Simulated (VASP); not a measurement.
Wanted: the native input for a VASP 6.6.1 run.

| Item | Value |
| --- | --- |
| Task | single point |
| Functional | PBE |
| Potentials or basis | VASP PAW PBE potentials, release 64 (Mg, S) |
| Cutoff | 520 eV |
| k mesh | 8 × 8 × 8 |
| Occupations | fermi-dirac, width 0.02 eV |
| Spin | no spin polarisation |
| Dipole correction | no |
| Further INCAR settings | ALGO = Normal; EDIFF = 1e-06; NBANDS = 11 |

The structure of MgS lies in POSCAR:

```
MgS
1.0
   -0.0983390638      2.8174640826      2.8174640826
    2.8174640826     -0.0983390638      2.8174640826
    2.8174640826      2.8174640826     -0.0983390638
Mg S
1 1
Direct
   -0.0031660414     -0.0031660414     -0.0031660414
    0.2531660414      0.2531660414      0.2531660414
```

This cell differs from its parent crystal: epitaxial 111 strain +3.0%.

The input as run:

INCAR

```
PREC = Accurate ; ENCUT = 520
EDIFF = 1E-6 ; ISMEAR = -1
SIGMA = 0.02 ; LREAL = False
LASPH = True ; NELM = 80
ALGO = Normal ; ISIF = 2
LWAVE = False ; LCHARG = True
GGA = PE ; LELF = True
LVHAR = True ; NBANDS = 11
```

KPOINTS

```
Automatic mesh
0
Gamma
  8 8 8
```

Potentials or basis: VASP PAW PBE potentials, release 64 (Mg, S).

Launch:

```console
$ cat potpaw_PBE.64/Mg/POTCAR potpaw_PBE.64/S/POTCAR > POTCAR
$ mpirun -np 1 vasp_std > vasp.out
```

Results of the run:

* Pressure: -1.2 GPa
* Largest force: 0.009 eV/Å
* Band gap on the k mesh: 3.06 eV, direct

Caveat: the cell differs from its parent crystal (epitaxial 111 strain +3.0%).

Run time: 28 s on 1 thread of Intel(R) Xeon(R) Platinum 8259CL CPU @ 2.50GHz (Skylake/Cascade Lake) (shared host), peak memory 0.19 GiB.
